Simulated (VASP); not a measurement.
Crystal: Na.

```
Na
1.0
    -2.09491    2.09491    2.09491
     2.09491   -2.09491    2.09491
     2.09491    2.09491   -2.09491
Na
1
Direct
  0.00000 0.00000 0.00000
```

- Program: VASP 6.6.1
- Task: relaxation of cell and atoms
- Functional: LDA
- Potentials or basis: VASP PAW LDA potentials, release 64 (Na_pv)
- Cutoff: 600 eV
- k mesh: 14 × 14 × 14
- Occupations: gaussian, width 0.1 eV
- Spin: no spin polarisation

At the start: pressure -0.8 GPa; volume 36.78 Å³/atom.

Task: How do energy, volume and symmetry change on relaxing?

Result: Over 3 steps the energy falls by 9.3 meV/atom and the volume is 33.12 Å³/atom (-9.9 %); space group Im-3m (No. 229, to 0.1 Å) before and after.

The path:
| step | energy change (eV) | largest force (eV/Å) | pressure (GPa) | volume (Å³) |
| --- | --- | --- | --- | --- |
| 1 | 0.0000 | 0.0000 | -0.77 | 36.78 |
| 2 | -0.0040 | 0.0000 | -0.62 | 35.84 |
| 3 | -0.0093 | 0.0000 | -0.01 | 33.12 |

Final structure:
```xyz
1
Lattice="-2.0231 2.0231 2.0231 2.0231 -2.0231 2.0231 2.0231 2.0231 -2.0231" Properties=species:S:1:pos:R:3 pbc="T T T"
Na    0.0000    0.0000    0.0000
```
